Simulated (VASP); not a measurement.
In3B: relaxation of cell and atoms with r2SCAN

The system is In3B.

```
In B
1.0
     4.26059    0.00000    0.00000
     0.00000    4.26059    0.00000
     0.00000    0.00000    4.26059
In B
3 1
Direct
  0.00000 0.50000 0.50000
  0.50000 0.00000 0.50000
  0.50000 0.50000 0.00000
  0.00000 0.00000 0.00000
```

- Program: VASP 6.6.1
- Task: relaxation of cell and atoms
- Functional: r2SCAN
- Potentials or basis: VASP PAW PBE potentials, release 64 (In_d, B)
- Cutoff: 600 eV
- k mesh: 4 × 4 × 4
- Occupations: gaussian, width 0.1 eV
- Spin: no spin polarisation
- Dipole correction: no
- Further INCAR settings: ALGO = Normal; EDIFF = 1e-06; IBRION = 2; EDIFFG = -0.04; NSW = 90; ISIF = 3

* Relaxed volume: 21.75 Å³/atom
* Relaxed cell: a = 4.431 Å, b = 4.431 Å, c = 4.431 Å, α = 90.00°, β = 90.00°, γ = 90.00°
* Space group after relaxing (to 0.1 Å): Pm-3m (No. 221)
* Energy gained by relaxing: 40.2 meV/atom
* Ionic steps: 2
* Pressure after relaxing: -0.2 GPa
* Band gap on the k mesh: zero (bands 21 and 22 overlap by 4.52 eV)

Step by step:
| step | energy change (eV) | largest force (eV/Å) | pressure (GPa) | volume (Å³) |
| --- | --- | --- | --- | --- |
| 1 | 0.0000 | 0.0000 | 6.86 | 77.34 |
| 2 | -0.1607 | 0.0000 | -0.17 | 86.99 |

Final structure:
```cif
data_structure
_symmetry_space_group_name_H-M 'P 1'
_symmetry_Int_Tables_number 1
_cell_length_a 4.4308
_cell_length_b 4.4308
_cell_length_c 4.4308
_cell_angle_alpha 90.000
_cell_angle_beta 90.000
_cell_angle_gamma 90.000
_cell_volume 86.99
loop_
_atom_site_label
_atom_site_type_symbol
_atom_site_fract_x
_atom_site_fract_y
_atom_site_fract_z
_atom_site_occupancy
In1 In 0.00000 0.50000 0.50000 1
In2 In 0.50000 0.00000 0.50000 1
In3 In 0.50000 0.50000 0.00000 1
B1 B 0.00000 0.00000 0.00000 1
```

Levels at points of the mesh, in eV from the Fermi level:
```tsv
k point	band 18	band 19	band 20	band 21	band 22	band 23	band 24	band 25
(0.00, 0.00, 0.00)	-2.50	-2.50	-2.50	-1.04	-1.04	3.00	3.00	3.00
(0.50, 0.00, 0.00)	-2.40	-0.40	-0.40	-0.16	0.08	0.08	1.08	2.38
(0.50, 0.50, 0.00)	-6.03	-6.03	0.79	0.94	1.88	1.88	2.52	2.62
(0.50, 0.50, 0.50)	-4.11	-4.11	-4.11	-3.58	-3.58	-3.58	5.70	5.70
```

Run time: 110 s on 1 thread of Intel(R) Xeon(R) Platinum 8488C (Sapphire Rapids), with other jobs on the host, peak memory 0.23 GiB.

Caveat: the k points lie up to 0.35 Å⁻¹ apart in the final cell, too coarse for converged energies and pressures of a metal; the PAW data sets were made with another functional, which shifts forces and pressure a little; spin-orbit coupling is left out, which moves the levels of the heavy elements.
